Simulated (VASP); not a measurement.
# B (P6_3/mmc) in VASP: single point with HSE06

Aim: the single point of B with HSE06.

All numbers are computed with VASP 6.6.1; they aren't measurements. Logs are shortened: lines on timing, memory, paths and dates and some standing lists are left out, and cuts for length are marked.

### 1 The cell of the first run

The structure is hexagonal, space group P6_3/mmc (No. 194). The conventional cell has a = 1.715 Å, b = 1.715 Å, c = 9.159 Å, α = 90.00°, β = 90.00°, γ = 120.00°. Within 2.3 Å of B (site symmetry -6m2) lie 6 B at 1.72 Å.

This isn't the form of B at room conditions, which is rhombohedral.

### 2 Single point, HSE06

File POSCAR:

```
B
1.0
    1.7150102462      0.0000000000      0.0000000000
   -0.8575051231      1.4852424409      0.0000000000
    0.0000000000      0.0000000000      9.1588010579
B
2
Direct
    0.3333333333      0.6666666667      0.2500000000
    0.6666666667      0.3333333333      0.7500000000
```

File INCAR.step1:

```
SYSTEM = B
PREC = Accurate
ENCUT = 520
EDIFF = 1E-5
ISMEAR = -1
SIGMA = 0.1
LREAL = .False.
LASPH = .True.
NELM = 80
ALGO = Normal
ISIF = 2
LWAVE = .True.
GGA = PE
NBANDS = 10
```

File INCAR.step2:

```
SYSTEM = B
PREC = Accurate
ENCUT = 520
EDIFF = 1E-7
ISMEAR = -1
SIGMA = 0.1
LREAL = .False.
LASPH = .True.
NELM = 80
ALGO = Normal
ISIF = 2
LWAVE = .False.
LCHARG = .True.
GGA = PE
LHFCALC = .True.
HFSCREEN = 0.2079
PRECFOCK = Normal
LELF = .True.
LVHAR = .True.
ISTART = 1
NBANDS = 10
```

File KPOINTS:

```
regular mesh
0
Gamma
  11 11 2
  0 0 0
```

Potentials or basis: VASP PAW PBE potentials, release 64 (B).

Command:

```sh
> cat potpaw_PBE.64/B/POTCAR > POTCAR
> cp INCAR.step1 INCAR
> mpirun -np 1 vasp_std > vasp.out
> cp INCAR.step2 INCAR
> mpirun -np 1 vasp_std > vasp.out
```

OUTCAR:

```text
SYSTEM = B
   PREC = Accurate
   ENCUT = 520
   EDIFF = 1E-7
   ISMEAR = -1
   LREAL = .False.
   LASPH = .True.
   NELM = 80
   ISIF = 2
   GGA = PE
   LHFCALC = .True.
   HFSCREEN = 0.2079
   PRECFOCK = Normal
   ISTART = 1

 ion  position               nearest neighbor table
   1  0.333  0.667  0.250-
   2  0.667  0.333  0.750-

  LATTYP: Found a hexagonal cell.
 ALAT       =     1.7150102462
 C/A-ratio  =     5.3403768742

  Lattice vectors:

 A1 = (   1.7150102462,   0.0000000000,   0.0000000000)
 A2 = (  -0.8575051231,   1.4852424409,   0.0000000000)
 A3 = (   0.0000000000,   0.0000000000,   9.1588010579)

Analysis of symmetry for initial positions (statically):
=====================================================================
 Subroutine PRICEL returns:
 Original cell was already a primitive cell.

 Routine SETGRP: Setting up the symmetry group for a
 hexagonal supercell.

 Subroutine GETGRP returns: Found 24 space group operations
 (whereof 12 operations were pure point group operations)
 out of a pool of 24 trial point group operations.

The static configuration has the point symmetry D_3d.
 The point group associated with its full space group is D_6h.

Analysis of symmetry for dynamics (positions and initial velocities):
=====================================================================
 Subroutine PRICEL returns:
 Original cell was already a primitive cell.

 Routine SETGRP: Setting up the symmetry group for a
 hexagonal supercell.

 Subroutine GETGRP returns: Found 24 space group operations
 (whereof 12 operations were pure point group operations)
 out of a pool of 24 trial point group operations.

The dynamic configuration has the point symmetry D_3d.
 The point group associated with its full space group is D_6h.

 Subroutine INISYM returns: Found 24 space group operations
 (whereof 12 operations are pure point group operations),
 and found     1 'primitive' translations

----------------------------------------------------------------------------------------

                                     Primitive cell

  volume of cell :      23.3294

  direct lattice vectors                    reciprocal lattice vectors
     1.715010246  0.000000000  0.000000000     0.583086895  0.336645376  0.000000000
    -0.857505123  1.485242441  0.000000000     0.000000000  0.673290752  0.000000000
     0.000000000  0.000000000  9.158801058     0.000000000  0.000000000  0.109184597

  length of vectors
     1.715010246  1.715010246  9.158801058     0.673290752  0.673290752  0.109184597

  position of ions in fractional coordinates (direct lattice)
     0.333333333  0.666666667  0.250000000
     0.666666667  0.333333333  0.750000000

  ion indices of the primitive-cell ions
   primitive index   ion index
                 1           1
                 2           2

----------------------------------------------------------------------------------------

 KPOINTS: regular mesh

Automatic generation of k-mesh.
 Grid dimensions read from file:
 generate k-points for:   11   11    2

 Generating k-lattice:

  Cartesian coordinates                     Fractional coordinates (reciprocal lattice)
     0.053007900  0.030604125  0.000000000     0.090909091  0.000000000  0.000000000
     0.000000000  0.061208250  0.000000000     0.000000000  0.090909091  0.000000000
     0.000000000  0.000000000  0.054592298     0.000000000  0.000000000  0.500000000

  Length of vectors
     0.061208250  0.061208250  0.054592298

  Shift w.r.t. Gamma in fractional coordinates (k-lattice)
     0.000000000  0.000000000  0.000000000

 Subroutine IBZKPT returns following result:
 ===========================================

 Found     32 irreducible k-points:

 Following reciprocal coordinates:
            Coordinates               Weight
  0.000000  0.000000  0.000000      1.000000
  0.090909  0.000000  0.000000      6.000000
  0.181818  0.000000  0.000000      6.000000
  0.272727  0.000000  0.000000      6.000000
  0.363636 -0.000000  0.000000      6.000000
  0.454545 -0.000000  0.000000      6.000000
[... 16 lines left out ...]
  0.090909  0.090909  0.500000      6.000000
  0.181818  0.090909  0.500000     12.000000
 [... further k-points ...]
   k-points           NKPTS =     32   k-points in BZ     NKDIM =    242   number of bands    NBANDS=     10
   number of dos      NEDOS =    301   number of ions     NIONS =      2
   total plane-waves  NPLWV =  13720
   dimension x,y,z NGX =    14 NGY =   14 NGZ =   70
   dimension x,y,z NGXF=    28 NGYF=   28 NGZF=  140
   ions per type =               2
   NGX,Y,Z   is equivalent  to a cutoff of  13.57, 13.57, 12.71 a.u.
   NGXF,Y,Z  is equivalent  to a cutoff of  27.14, 27.14, 25.41 a.u.
 SYSTEM =  B
   PREC   = accura    normal or accurate (medium, high low for compatibility)
   ISTART =      1    job   : 0-new  1-cont  2-samecut
   ICHARG =      0    charge: 1-file 2-atom 10-const
   ISPIN  =      1    spin polarized calculation?
   LNONCOLLINEAR =      F non collinear calculations
   LSORBIT =      F    spin-orbit coupling
   LASPH  =      T    aspherical Exc in radial PAW
   ENCUT  =  520.0 eV  38.22 Ry    6.18 a.u.   3.19  3.19 17.03*2*pi/ulx,y,z
   NELM   =     80;   NELMIN=  2; NELMDL=  0     # of ELM steps
   EDIFF  = 0.1E-06   stopping-criterion for ELM
   LREAL  =      F    real-space projection
   EDIFFG = 0.1E-05   stopping-criterion for IOM
   NSW    =      0    number of steps for IOM
   IBRION =     -1    ionic relax: 0-MD 1-quasi-New 2-CG
   NFREE  =      0    steps in history (QN), initial steepest desc. (CG)
   ISIF   =      2    stress and relaxation
   ISYM   =      3    0-nonsym 1-usesym 2-fastsym
   POTIM  = 0.5000    time-step for ionic-motion
   TEBEG  =    0.0;   TEEND  =   0.0 temperature during run
   PSTRESS=    0.0 pullay stress
   NELECT =       6.0000    total number of electrons
   NUPDOWN=      -1.0000    fix difference up-down
   EMIN   =  10.00;   EMAX   =-10.00  energy-range for DOS
   EFERMI =   0.00;   METHOD = LEGACY
   ISMEAR =    -1;   SIGMA  =   0.10  broadening in eV -4-tet -1-fermi 0-gaus
   EFERMI_NEDOS =   21; number of points for ismear=-14 and -15
   IALGO  =     38    algorithm
   IMIX   =      1    mixing-type and parameters
     AMIX     =   0.40;   BMIX     =  1.00
     AMIX_MAG =   1.60;   BMIX_MAG =  1.00
  volume/ion in A,a.u.               =      11.66        78.72
  Fermi-wavevector in a.u.,A,eV,Ry     =   1.041097  1.967387 14.747111  1.083882
  Thomas-Fermi vector in A             =   2.175702
   LORBIT       =      0    0 simple, 1 ext, 2 COOP (PROOUT), +10 PAW based schemes
   GGA     = PE    functional components
   LHFCALC =     T    Hartree Fock is set to
   PRECFOCK=normal    Normal, Fast or Accurate (Low or Medium for compatibility)
   ENCUT4O =  -1.0   cutoff for four orbital integrals eV
   NKREDX  =     1    reduce k-point grid by
   NKREDY  =     1    reduce k-point grid by
   NKREDZ  =     1    reduce k-point grid by
   AEXX    =    0.2500 exact exchange contribution
   HFSCREEN=    0.2079 screening length (either q_TF or 0.3 A-1)
   HFSCREENC=   0.2079 screening length for correlation (either q_TF or 0.3 A-1)
   ENCUTFOCK=  -1.0 apply spherical cutoff to Coloumb kernel
   IVDW    =     0    specifies the selected vdW correction
   LEPSILON=     F    determine dielectric tensor
   LRPA    =     F    only Hartree local field effects (RPA)
 non-spin polarized calculation
  energy-cutoff  :      520.00
  volume of cell :       23.33
 maximum number of plane-waves:       646
 NGX is ok and might be reduce to    14
  NGX = 10; NGY = 10; NGZ = 54

 number of electron       6.0000000 magnetization

 Free energy of the ion-electron system (eV)
  ---------------------------------------------------
  ext. energy  EPLUGINS =         0.00000000
  ---------------------------------------------------
  free energy    TOTEN  =       -13.25992196 eV

  energy without entropy =      -13.25434368  energy(sigma->0) =      -13.25713282

 E-fermi :   2.8858     XC(G=0):  -7.1574

 val. band max:        2.7010682732   @ k =   0.2727   0.0909   0.0000
 cond. band min:       4.0197786086   @ k =   0.3636  -0.0000   0.0000
 fundamental gap:      1.3187103354
 Fermi energy:         2.8858160047

 k-point     1 :       0.0000    0.0000    0.0000
  band No.  band energies     occupation
      1     -15.8165      2.00000
      2     -15.7721      2.00000
      3      -5.6965      2.00000
      4      -5.2080      2.00000
      5       5.4751      0.00000
      6       9.1395      0.00000
      7      11.6832      0.00000
      8      19.4633      0.00000
      9      23.6013      0.00000
     10      29.5946      0.00000

 k-point     2 :       0.0909    0.0000    0.0000
  band No.  band energies     occupation
      1     -15.3972      2.00000
      2     -15.3547      2.00000
      3      -5.0893      2.00000
      4      -4.6017      2.00000
      5       5.9922      0.00000
      6       9.6940      0.00000
      7      12.1034      0.00000
      8      19.9833      0.00000
      9      23.5202      0.00000
     10      27.7560      0.00000

 k-point     3 :       0.1818    0.0000    0.0000
  band No.  band energies     occupation
      1     -14.1470      2.00000
      2     -14.1100      2.00000
      3      -3.2582      2.00000
      4      -2.7741      2.00000
      5       7.5234      0.00000
      6      11.3489      0.00000
      7      13.2340      0.00000
      8      21.3782      0.00000
      9      21.5031      0.00000
     10      23.1836      0.00000
[... 248 lines left out ...]
 k-point    23 :       0.0909    0.0909    0.5000
  band No.  band energies     occupation
      1     -14.5421      2.00000
      2     -14.5421      2.00000
      3      -3.6383      2.00000
      4      -3.6383      2.00000
      5       8.3059      0.00000
      6       8.3059      0.00000
      7      16.6453      0.00000
      8      16.6453      0.00000
      9      25.2128      0.00000
     10      25.2167      0.00000

 k-point    24 :       0.1818    0.0909    0.5000
  band No.  band energies     occupation
      1     -12.8900      2.00000
      2     -12.8900      2.00000
      3      -1.1900      2.00000
      4      -1.1900      2.00000
      5      10.2867      0.00000
      6      10.2867      0.00000
      7      17.5392      0.00000
      8      17.5392      0.00000
      9      20.2877      0.00000
     10      20.2877      0.00000

 [... further k-points ...]

------------------------ aborting loop because EDIFF is reached ----------------------------------------

  FORCE on cell =-STRESS in cart. coord.  units (eV):
  Direction    XX          YY          ZZ          XY          YZ          ZX
  --------------------------------------------------------------------------------------
  -------------------------------------------------------------------------------------
  Total       -1.0093405     -1.0093405     -0.0409114      0.0000000      0.0000000      0.0000000
  in kB      -69.3179310    -69.3179310     -2.8096502      0.0000000      0.0000000      0.0000000
  external PRESSURE =     -47.1485041 kB  Pullay stress =       0.0000000 kB

 VOLUME and BASIS-vectors are now :
 -----------------------------------------------------------------------------
  energy-cutoff  :      520.00
  volume of cell :       23.33
      direct lattice vectors                 reciprocal lattice vectors
     1.715010246  0.000000000  0.000000000     0.583086895  0.336645376  0.000000000
    -0.857505123  1.485242441  0.000000000     0.000000000  0.673290752  0.000000000
     0.000000000  0.000000000  9.158801058     0.000000000  0.000000000  0.109184597

 POSITION                                       TOTAL-FORCE (eV/Angst)
 -----------------------------------------------------------------------------------
     -0.00000      0.99016      2.28970        -0.000000     -0.000000     -0.000000
      0.85751      0.49508      6.86910         0.000000      0.000000      0.000000
 -----------------------------------------------------------------------------------
    total drift:                                0.000000      0.000000     -0.000000

  FREE ENERGIE OF THE ION-ELECTRON SYSTEM (eV)
  ---------------------------------------------------
  free  energy   TOTEN  =       -13.2599219551 eV

  energy  without entropy=      -13.2543436811  energy(sigma->0) =      -13.25713282
```

It took 17 min on 1 thread of AMD EPYC 7R13, shared host; peak memory 0.21 GiB.

Results:

* Free energy: -13.2599 eV
* Pressure: -4.7 GPa
* Band gap on the k mesh: zero (bands 3 and 4 overlap by 12.40 eV)

Stress tensor (GPa, compression positive):
```
-6.93  0.00  0.00
 0.00 -6.93  0.00
 0.00  0.00 -0.28
```

Levels at points of the mesh, in eV from the Fermi level:
```csv
k point,band 1,band 2,band 3,band 4,band 5,band 6,band 7,band 8,band 9
"(0.00, 0.00, 0.00)",-18.70,-18.66,-8.58,-8.09,2.59,6.25,8.80,16.58,20.72
"(0.00, 0.00, 0.50)",-18.68,-18.68,-8.35,-8.35,3.87,3.87,12.47,12.47,25.67
```

Caveat: the k points lie up to 0.38 Å⁻¹ apart, too coarse for converged energies and pressures of a metal; the PAW data sets were made with another functional, which shifts forces and pressure a little; this functional lacks dispersion, which binds layers or chains, so the pressure and a relaxed spacing across them are unreliable.

The gap in the log of VASP goes by the Fermi energy; the results here count the filled bands.